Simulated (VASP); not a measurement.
# MnSi7C8 (F-43m) in VASP: further runs, part 2 of 2

VASP 6.6.1. Earlier steps stand in the parts before.

### Step 3. Single point, PBEsol+U, collinear spin, ferromagnetic start

The input, INCAR:

```
PREC     = Accurate       # precision mode
ENCUT    = 520            # plane-wave cutoff, eV
EDIFF    = 1E-6           # SCF threshold, eV
ISMEAR   = 0              # smearing method
SIGMA    = 0.05           # smearing width, eV
LREAL    = Auto         
LASPH    = T              # aspherical terms in the spheres
NELM     = 150            # most SCF steps
ALGO     = Normal         # electronic algorithm
ISIF     = 2              # what is computed and relaxed
LWAVE    = F              # write WAVECAR
LCHARG   = F              # write CHGCAR
ISPIN    = 2              # spin polarisation
MAGMOM   = 1.5 0 0 0 0 0 0 0 0 0 0 0 0 0 0 0 # initial moments
LORBIT   = 11             # projections on sites
NUPDOWN  = 1.5            # fixed moment
LMAXMIX  = 4              # l up to which the mixer works
LDAU     = T              # DFT+U
LDAUTYPE = 2            
LDAUL    = 2 -1 -1        # shell
LDAUU    = 3.5 0 0        # U, eV
LDAUJ    = 0 0 0        
LDAUPRINT= 1            
GGA      = PS             # functional
NBANDS   = 54             # bands
```

The input, KPOINTS:

```
Automatic mesh
0
Gamma
  3 3 3
```

The input, POSCAR:

```
MnSi7C8
1.0
    0.0000000000      4.3580000000      4.3580000000
    4.3580000000      0.0000000000      4.3580000000
    4.3580000000      4.3580000000      0.0000000000
Mn Si C
1 7 8
Direct
    0.0000000000      0.0000000000      1.0000000000
    0.9988277849      0.9988277849      0.5011722151
    0.9988277849      0.5011722151      0.9988277849
    0.9988277849      0.5011722151      0.5011722151
    0.5011722151      0.9988277849      0.9988277849
    0.5011722151      0.9988277849      0.5011722151
    0.5011722151      0.5011722151      0.9988277849
    0.5000000000      0.5000000000      0.5000000000
    0.1304116123      0.1304116123      0.1304116123
    0.1304116123      0.1304116123      0.6087651631
    0.1304116123      0.6087651631      0.1304116123
    0.1252462076      0.6249179308      0.6249179308
    0.6087651631      0.1304116123      0.1304116123
    0.6249179308      0.1252462076      0.6249179308
    0.6249179308      0.6249179308      0.1252462076
    0.6249179308      0.6249179308      0.6249179308
```

Potentials or basis: VASP PAW PBE potentials, release 64 (Mn_pv, Si, C).

On the command line:

```
cat potpaw_PBE.64/Mn_pv/POTCAR potpaw_PBE.64/Si/POTCAR potpaw_PBE.64/C/POTCAR > POTCAR
mpirun -np 1 vasp_std > vasp.out
```

OUTCAR:

```text
PREC = Accurate
   ENCUT = 520
   EDIFF = 1E-6
   ISMEAR = 0
   LREAL = Auto
   LASPH = T
   NELM = 150
   ISIF = 2
   ISPIN = 2
   LORBIT = 11
   NUPDOWN = 1.5
   GGA = PS

 ion  position               nearest neighbor table
   1  0.000  0.000  0.000-  10 1.97  11 1.97  13 1.97   9 1.97   4 3.08   7 3.08   2 3.08   4 3.08
                             6 3.08   2 3.08   3 3.08   5 3.08   5 3.08   6 3.08   7 3.08   3 3.08
   2  0.999  0.999  0.501-   9 1.87  10 1.87  12 1.88  14 1.88   3 3.07   4 3.07   5 3.07   6 3.07
                             1 3.08   8 3.08   8 3.08   1 3.08   6 3.10   3 3.10   5 3.10   4 3.10
   3  0.999  0.501  0.999-   9 1.87  11 1.87  12 1.88  15 1.88   2 3.07   4 3.07   5 3.07   7 3.07
                             1 3.08   8 3.08   8 3.08   1 3.08   4 3.10   7 3.10   2 3.10   5 3.10
   4  0.999  0.501  0.501-  10 1.87  11 1.87  16 1.88  12 1.88   2 3.07   3 3.07   6 3.07   7 3.07
                             8 3.08   8 3.08   1 3.08   1 3.08   6 3.10   3 3.10   7 3.10   2 3.10
   5  0.501  0.999  0.999-   9 1.87  13 1.87  14 1.88  15 1.88   2 3.07   3 3.07   6 3.07   7 3.07
                             1 3.08   8 3.08   8 3.08   1 3.08   6 3.10   3 3.10   2 3.10   7 3.10
   6  0.501  0.999  0.501-  10 1.87  13 1.87  16 1.88  14 1.88   2 3.07   4 3.07   5 3.07   7 3.07
                             8 3.08   8 3.08   1 3.08   1 3.08   5 3.10   4 3.10   7 3.10   2 3.10
[... 690 lines left out ...]
      direct lattice vectors                 reciprocal lattice vectors
     0.000000000  4.358000000  4.358000000    -0.114731528  0.114731528  0.114731528
     4.358000000  0.000000000  4.358000000     0.114731528 -0.114731528  0.114731528
     4.358000000  4.358000000  0.000000000     0.114731528  0.114731528 -0.114731528

 POSITION                                       TOTAL-FORCE (eV/Angst)
 -----------------------------------------------------------------------------------
      0.00000      0.00000      0.00000        -0.000000     -0.000000     -0.000000
      6.53700      6.53700      8.70578        -0.000000     -0.000000     -0.380499
      6.53700      8.70578      6.53700        -0.000000     -0.380499     -0.000000
      4.36822      6.53700      6.53700         0.380499     -0.000000     -0.000000
      8.70578      6.53700      6.53700        -0.380499     -0.000000     -0.000000
      6.53700      4.36822      6.53700        -0.000000      0.380499     -0.000000
[... 8 lines left out ...]
      3.26922      3.26922      5.44678         0.013096      0.013096     -0.013096
      5.44678      5.44678      5.44678        -0.013096     -0.013096     -0.013096
 -----------------------------------------------------------------------------------
    total drift:                                0.000002      0.000002      0.000002

  FREE ENERGIE OF THE ION-ELECTRON SYSTEM (eV)
  ---------------------------------------------------
  free  energy   TOTEN  =      -124.5945971293 eV

  energy  without entropy=     -124.5806504798  energy(sigma->0) =     -124.58762380

 total charge

# of ion       s       p       d       tot
------------------------------------------
    1        0.418   6.345   5.118  11.881
    2        0.708   0.982   0.000   1.690
    3        0.708   0.982   0.000   1.690
    4        0.708   0.982   0.000   1.690
    5        0.708   0.982   0.000   1.690
    6        0.708   0.982   0.000   1.690
[... 8 lines left out ...]
   15        0.834   1.702   0.000   2.536
   16        0.834   1.702   0.000   2.536
--------------------------------------------------
tot         12.140  26.609   5.118  43.867

 magnetization (x)

# of ion       s       p       d       tot
------------------------------------------
    1        0.013  -0.037   2.307   2.283
    2        0.003   0.004   0.000   0.007
    3        0.003   0.004   0.000   0.007
    4        0.003   0.004   0.000   0.007
    5        0.003   0.004   0.000   0.007
    6        0.003   0.004   0.000   0.007
[... 8 lines left out ...]
   15       -0.002  -0.002   0.000  -0.004
   16       -0.002  -0.002   0.000  -0.004
--------------------------------------------------
tot         -0.016  -0.378   2.307   1.912
```

OSZICAR:

```text
N       E                     dE             d eps       ncg     rms          rms(c)
DAV:   1     0.380948683506E+03    0.38095E+03   -0.33719E+04   912   0.127E+03
DAV:   2    -0.104635031705E+03   -0.48558E+03   -0.45587E+03   940   0.287E+02
[... 11 lines left out ...]
DAV:  14    -0.124594374506E+03   -0.37775E-03   -0.17295E-03  1192   0.198E-01    0.268E-01
DAV:  15    -0.124594568224E+03   -0.19372E-03   -0.13748E-03  1184   0.185E-01    0.891E-02
DAV:  16    -0.124594589271E+03   -0.21046E-04   -0.27319E-04  1120   0.731E-02    0.371E-02
DAV:  17    -0.124594596167E+03   -0.68963E-05   -0.67686E-05  1200   0.365E-02    0.157E-02
DAV:  18    -0.124594597032E+03   -0.86558E-06   -0.11530E-05  1096   0.157E-02    0.559E-03
DAV:  19    -0.124594597129E+03   -0.96808E-07   -0.11665E-06   680   0.510E-03
   1 F= -.12459460E+03 E0= -.12458762E+03  d E =-.139466E-01  mag=     1.5000
```

stdout:

```text
POSCAR found type information on POSCAR MnSiC
 POSCAR found :  3 types and      16 ions
 scaLAPACK will be used
 -----------------------------------------------------------------------------
|                                                                             |
|                                                                             |
|     You enforced a specific xc type in the INCAR file but a different       |
|     I HOPE YOU KNOW WHAT YOU ARE DOING!                                     |
|                                                                             |
 -----------------------------------------------------------------------------

 LDA part: xc-table for (Slater+PW92), standard interpolation
 POSCAR, INCAR and KPOINTS ok, starting setup
 FFT: planning ... GRIDC
 FFT: planning ... GRID_SOFT
 FFT: planning ... GRID
 WAVECAR not read
 entering main loop
```

Run time: 3.7 min. Hardware: 1 thread of Intel Xeon Platinum 8259CL at 2.50GHz (Skylake/Cascade Lake), shared host; peak memory 0.41 GiB.

What came out:

| Item | Value |
| --- | --- |
| Free energy | -124.5946 eV |
| Pressure | 2.3 GPa |
| Largest force | 0.854 eV/Å |
| Net moment | 1.50 μB per cell |
| Site moments | Mn +2.28; Si +0.01, -0.00 (each value once); C -0.10, -0.00 (each value once) μB |
| Valence electrons inside the program's atomic spheres | Mn 11.88; Si 1.69, 1.68 (each value once); C 2.50, 2.54 (each value once) |

Forces in eV/Å, atoms in the order of the input:
```
Mn   0.000  0.000  0.000
Si   0.000  0.000 -0.380
Si   0.000 -0.380  0.000
Si   0.380  0.000  0.000
Si  -0.380  0.000  0.000
Si   0.000  0.380  0.000
Si   0.000  0.000  0.380
Si   0.000  0.000  0.000
C   -0.493 -0.493 -0.493
C    0.493  0.493 -0.493
C    0.493 -0.493  0.493
C   -0.013  0.013  0.013
C   -0.493  0.493  0.493
C    0.013 -0.013  0.013
C    0.013  0.013 -0.013
C   -0.013 -0.013 -0.013
```

Eigenvalues of the final occupation matrices:
```
    site  spin  trace               eigenvalues
site 1 d     1   3.73  0.63 0.63 0.63 0.92 0.92
site 1 d     2   1.42  0.06 0.06 0.43 0.43 0.43
```

Caveat: the k points lie up to 0.42 Å⁻¹ apart; the PAW data sets were made with another functional, which shifts forces and pressure a little; the total moment is fixed, so each spin has its own Fermi level and the state may be an excited one; the U is typed as a test and isn't derived for this compound.
